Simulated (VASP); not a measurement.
# NaI: single point with HSE06

The system is NaI.

```
CELL_PARAMETERS angstrom
4.26842 0.00000 0.00000
0.00000 4.26842 0.00000
0.00000 0.00000 4.04914
ATOMIC_POSITIONS crystal
Na 0.00000 0.00000 0.00000
I 0.50000 0.50000 0.50000
```

This cell differs from its parent crystal: epitaxial xy strain +5.6%.

* Program: VASP 6.6.1
* Task: single point
* Functional: HSE06
* Potentials or basis: VASP PAW PBE potentials, release 64 (Na_pv, I)
* Cutoff: 520 eV
* k mesh: 4 × 4 × 4
* Occupations: gaussian, width 0.01 eV
* Spin: no spin polarisation

* Pressure: -1.3 GPa
* Band gap on the k mesh: 2.81 eV, indirect (least direct gap 3.30 eV)

Stress tensor (GPa, compression positive):
```
-2.03  0.00  0.00
 0.00 -2.03  0.00
 0.00  0.00  0.17
```

Levels at points of the mesh, in eV from the valence-band top:
```tsv
k point	band 3	band 4	band 5	band 6	band 7	band 8	band 9	band 10	band 11	band 12
(0.00, 0.00, 0.00)	-26.46	-12.62	-0.93	-0.93	-0.48	2.81	6.34	6.72	11.39	11.39
(0.50, 0.00, 0.00)	-26.46	-12.38	-3.14	-0.67	-0.24	5.25	6.59	8.01	8.32	9.17
(0.50, 0.50, 0.00)	-26.47	-12.18	-2.56	-2.56	0.00	3.47	7.95	8.92	8.92	10.14
(0.00, 0.00, 0.50)	-26.46	-12.28	-3.17	-0.56	-0.56	5.11	6.70	7.95	8.47	8.47
(0.50, 0.00, 0.50)	-26.46	-12.08	-2.63	-2.43	-0.31	3.73	7.59	8.46	8.75	9.45
(0.50, 0.50, 0.50)	-26.47	-11.88	-2.24	-2.02	-2.02	5.01	5.05	5.05	7.16	13.39
```

It took 14 min on 1 thread of AMD EPYC 7R43 64-Core Processor (Zen 3), with other jobs on the host, peak memory 0.25 GiB.

Caveat: the cell differs from its parent crystal (epitaxial xy strain +5.6%); the PAW data sets were made with another functional, which shifts forces and pressure a little; spin-orbit coupling is left out, which moves the levels of the heavy elements. A k mesh can miss the band edges.
